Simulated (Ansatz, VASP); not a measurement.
## Two plane-wave programs on NaCl

```
Na Cl
1.0
     3.45955    0.00000    0.00000
     0.00000    3.45955    0.00000
     0.00000    0.00000    3.45955
Na Cl
1 1
Direct
  0.00000 0.00000 0.00000
  0.50000 0.50000 0.50000
```

Alike in both runs: task single point; functional r2SCAN; k mesh 6 × 6 × 6; occupations methfessel-paxton of order 1, width 0.05 eV; no spin polarisation.

|  | VASP | Ansatz |
| --- | --- | --- |
| version | VASP 6.6.1 | Ansatz 0.2.0 |
| potentials or method | VASP PAW PBE potentials, release 64 (Na_pv, Cl) | plane waves |
| plane-wave cutoff (eV) | 520 | 500 |
| valence electrons in the cell | 14 | 16 |

|  | VASP | Ansatz | Ansatz less VASP |
| --- | --- | --- | --- |
| gap on the k mesh at the Fermi level (eV) | 4.95 | 4.92 | -0.034 |
| pressure (GPa) | -0.3 | 0.0 | +0.30 |

VASP's potentials were made for PBE, not for r2SCAN. With one functional, cell and mesh, what is left measures potentials, basis and numerics. VASP's potentials hold 14 valence electrons a cell and Ansatz's 16, so a difference there can come from the potentials and not from the codes.
